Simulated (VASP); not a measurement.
Here is a VASP 6.6.1 calculation.

Contents of INCAR:

```
PREC = Accurate
ENCUT = 520
EDIFF = 1E-6
ISMEAR = 0
SIGMA = 0.1
LREAL = False
LASPH = True
NELM = 60
ALGO = Normal
ISIF = 2
LWAVE = False
LCHARG = False
GGA = PE
NBANDS = 18
```

Contents of KPOINTS:

```
regular mesh
0
Gamma
  6 6 6
```

POSCAR

```
C
1.0
    2.6357932025      1.5217759150      1.4279103223
   -2.6357932025      1.5217759150      1.4279103223
    0.0000000000     -3.0435518300      1.4279103223
C
5
Direct
    0.3313127821      0.3313127821      0.3313127821
    0.6686872179      0.6686872179      0.6686872179
    0.5839980626      0.4160019374      0.0000000000
    0.0000000000      0.5839980626      0.4160019374
    0.4160019374      0.0000000000      0.5839980626
```

Potentials or basis: VASP PAW PBE potentials, release 64 (C).

Command:

```sh
$ cat potpaw_PBE.64/C/POTCAR > POTCAR
$ mpirun -np 1 vasp_std > vasp.out
```

**Question.** What does it give for the band gap on the k mesh?

**Answer.** 1.39 eV, indirect (least direct gap 1.97 eV).

**Question.** Estimate the largest force.

**Answer.** 0.088 eV/Å.

Forces on the atoms (eV/Å):
```
C    0.000  0.000 -0.088
C    0.000  0.000  0.088
C    0.001  0.000  0.000
C    0.000  0.001  0.000
C    0.000 -0.001  0.000
```

A k mesh can miss the band edges.
